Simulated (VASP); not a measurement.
Write the native input for VASP 6.6.1 that does the following.

- Task: single point
- Functional: BHLYP
- Potentials or basis: VASP PAW PBE potentials, release 64 (Al)
- Cutoff: 520 eV
- k mesh: 6 × 6 × 6
- Occupations: fermi-dirac, width 0.05 eV
- Spin: no spin polarisation
- Dipole correction: no
- Grid for exact exchange (PRECFOCK): Normal
- Further INCAR settings: ALGO = Normal; EDIFF = 1e-06; NBANDS = 8
- Share of exact exchange: 0.5

Crystal: Al.

```
CELL_PARAMETERS angstrom
0.00000 2.03821 2.03821
2.03821 0.00000 2.03821
2.03821 2.03821 0.00000
ATOMIC_POSITIONS crystal
Al 0.00000 0.00000 0.00000
```

The input as run:

POSCAR

```
Al
1.0
    0.0000000000      2.0382146954      2.0382146954
    2.0382146954      0.0000000000      2.0382146954
    2.0382146954      2.0382146954      0.0000000000
Al
1
Direct
    0.0000000000      0.0000000000      0.0000000000
```

INCAR.step1

```
PREC = Accurate
ENCUT = 520
EDIFF = 1E-5
ISMEAR = -1
SIGMA = 0.05
LREAL = F
LASPH = T
NELM = 80
ALGO = Normal
ISIF = 2
LWAVE = T
GGA = PE
NBANDS = 8
```

INCAR.step2

```
PREC = Accurate
ENCUT = 520
EDIFF = 1E-6
ISMEAR = -1
SIGMA = 0.05
LREAL = F
LASPH = T
NELM = 80
ALGO = Normal
ISIF = 2
LWAVE = F
LCHARG = T
GGA = B5
LHFCALC = T
AEXX = 0.5
ALDAX = 0.5
AGGAX = 0.5
AGGAC = 1.0
ALDAC = 0.0
PRECFOCK = Normal
LELF = T
LVHAR = T
ISTART = 1
NBANDS = 8
```

KPOINTS

```
Automatic mesh
0
Gamma
  6 6 6
```

Potentials or basis: VASP PAW PBE potentials, release 64 (Al).

Run with:

```sh
$ cat potpaw_PBE.64/Al/POTCAR > POTCAR
$ cp INCAR.step1 INCAR
$ mpirun -np 1 vasp_std > vasp.out
$ cp INCAR.step2 INCAR
$ mpirun -np 1 vasp_std > vasp.out
```

Results of the run:

```yaml
Pressure: -0.6 GPa
Band_gap_on_the_k_mesh: zero (an odd number of electrons rules out a gap without spin polarisation)
```

Caveat: the k points lie up to 0.44 Å⁻¹ apart, too coarse for converged energies and pressures of a metal; the PAW data sets were made with another functional, which shifts forces and pressure a little.

It took 97 s on 1 thread of Intel(R) Xeon(R) Platinum 8488C (Sapphire Rapids), on a shared host, peak memory 0.13 GiB.
